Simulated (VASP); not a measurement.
Input of a VASP 6.6.1 run:

Contents of INCAR:

```
ALGO = Normal
EDIFF = 1E-8
ENCUT = 520
GGA = PS
ISIF = 2
ISMEAR = -1
LASPH = T
LCHARG = F
LEFG = T
LREAL = F
LWAVE = F
NBANDS = 22
NELM = 60
PREC = Accurate
SIGMA = 0.03
```

Contents of KPOINTS:

```
k-points
0
Gamma
  9 9 3
```

POSCAR

```
Bi
1.0
    4.6751703087      0.0000000000      0.0000000000
   -2.3375851544      4.0488162544      0.0000000000
    0.0000000000      0.0000000000     11.8290000000
Bi
2
Direct
    0.3333333333      0.6666666667      0.2500000000
    0.6666666667      0.3333333333      0.7500000000
```

Potentials or basis: VASP PAW PBE potentials, release 64 (Bi_d).

Command:

```sh
$ cat potpaw_PBE.64/Bi_d/POTCAR > POTCAR
$ mpirun -np 1 vasp_std > vasp.out
```

(1) Predict the band gap on the k mesh.

(2) What does it give for the pressure?

Answers

(1) zero (bands 15 and 16 overlap by 1.83 eV).

(2) -3.2 GPa.

Caveat: the cell differs from its parent crystal (equal xx and yy strain of +3 %); the cell stands under tension; without QUAD_EFG the Cq values of the log hold for a quadrupole moment of 1 mb, not for the nuclei; the PAW data sets were made with another functional, which shifts forces and pressure a little; spin-orbit coupling is left out, which moves the levels of the heavy elements.
